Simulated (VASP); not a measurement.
Hf, 2 atoms in the cell. Symmetry: P6_3/mmc, No. 194, hexagonal system. Conventional cell: a = 3.329 Å, b = 3.329 Å, c = 4.964 Å, α = 90.00°, β = 90.00°, γ = 120.00°. Hf (site symmetry -6m2) has 12 Hf at 3.14 to 3.33 Å within 4.1 Å.  This cell differs from its parent crystal: strained.

| Quantity | Value |
| --- | --- |
| Program | VASP 6.6.1 |
| Task | single point |
| Functional | PBE |
| Potentials or basis | VASP PAW PBE potentials, release 64 (Hf_pv) |
| Cutoff | 520 eV |
| k mesh | 15 × 15 × 8 |
| Occupations | gaussian, width 0.1 eV |
| Spin | no spin polarisation |
| Dipole correction | no |
| Further INCAR settings | ALGO = Normal; EDIFF = 1e-07; NBANDS = 17 |

Potentials or basis: VASP PAW PBE potentials, release 64 (Hf_pv).

The run is started by

```sh
$ cat potpaw_PBE.64/Hf_pv/POTCAR > POTCAR
$ mpirun -np 1 vasp_std > vasp.out
```

Hardware: 1 thread of Intel(R) Xeon(R) 6975P-C (Granite Rapids) (shared host).

Task: How long does it take, and how much memory?

Result: Wall time 41 s on 1 thread of Intel(R) Xeon(R) 6975P-C (Granite Rapids), with other jobs on the host, peak memory 0.23 GiB. Counts: scf iterations 12, k points 135.
